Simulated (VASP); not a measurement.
## Ir: single point with PBEsol

Crystal: Ir.

```
Ir
1.0
     2.96859    0.00000    0.00000
    -1.48429    2.57087    0.00000
     0.00000    0.00000    8.08518
Ir
4
Direct
  0.00000 0.00000 0.25000
  0.00000 0.00000 0.75000
  0.33333 0.66667 0.75000
  0.66667 0.33333 0.25000
```

* Program: VASP 6.6.1
* Task: single point
* Functional: PBEsol
* Potentials or basis: VASP PAW PBE potentials, release 64 (Ir)
* Cutoff: 500 eV
* k mesh: 9 × 9 × 2
* Occupations: gaussian, width 0.1 eV
* Spin: no spin polarisation

The pressure is 411.7 GPa. The band gap on the k mesh is zero (band 18 reaches 12.55 eV, above the bottom of band 19 at 8.93 eV).

Stress tensor (GPa, compression positive):
```
618.31   0.00   0.00
  0.00 618.31   0.00
  0.00   0.00  -1.44
```

Levels at points of the mesh, in eV from the Fermi level:
```tsv
k point	band 15	band 16	band 17	band 18	band 19	band 20	band 21	band 22
(0.00, 0.00, 0.00)	-4.21	-4.21	-4.19	-1.26	-1.26	-1.21	-1.21	0.29
(0.00, 0.00, 0.50)	-4.21	-4.21	-1.82	-1.82	-1.23	-1.23	-1.23	-1.23
```

It took 20 s on 1 thread of AMD EPYC 9R45 96-Core Processor (Zen 5), with other jobs on the host, peak memory 0.16 GiB.

Caveat: the k points lie up to 0.39 Å⁻¹ apart; the PAW data sets were made with another functional, which shifts forces and pressure a little; spin-orbit coupling is left out, which moves the levels of the heavy elements.
